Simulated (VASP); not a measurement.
Here is a VASP 6.6.1 calculation.

File INCAR:

```
SYSTEM = ScAl3
  ALGO = Fast
  EDIFF = 1E-7
  ENCUT = 520
  GGA = PS
  ISIF = 2
  ISMEAR = -1
  LASPH = .True.
  LCHARG = .False.
  LREAL = .False.
  LWAVE = .False.
  NBANDS = 18
  NELM = 60
  PREC = Accurate
  SIGMA = 0.15
```

KPOINTS

```
k-points
0
Gamma
  10 10 10
  0 0 0
```

Contents of POSCAR:

```
ScAl3
1.0
    3.8472788980      0.0000000000      0.0000000000
    0.0000000000      3.8472788980      0.0000000000
    0.0000000000      0.0000000000      3.8472788980
Sc Al
1 3
Direct
    0.0000000000      0.0000000000      0.0000000000
    0.5000000000      0.0000000000      0.5000000000
    0.0000000000      0.5000000000      0.5000000000
    0.5000000000      0.5000000000      0.0000000000
```

Potentials or basis: VASP PAW PBE potentials, release 64 (Sc_sv, Al).

The run is started by

```bash
$ cat potpaw_PBE.64/Sc_sv/POTCAR potpaw_PBE.64/Al/POTCAR > POTCAR
$ mpirun -np 1 vasp_std > vasp.out
```

Question: Estimate the pressure.

Answer: 22.3 GPa.

Question: What does it give for the band gap on the k mesh?

Answer: Zero (band 10 reaches 10.27 eV, above the bottom of band 11 at 5.88 eV).

Caveat: the PAW data sets were made with another functional, which shifts forces and pressure a little.
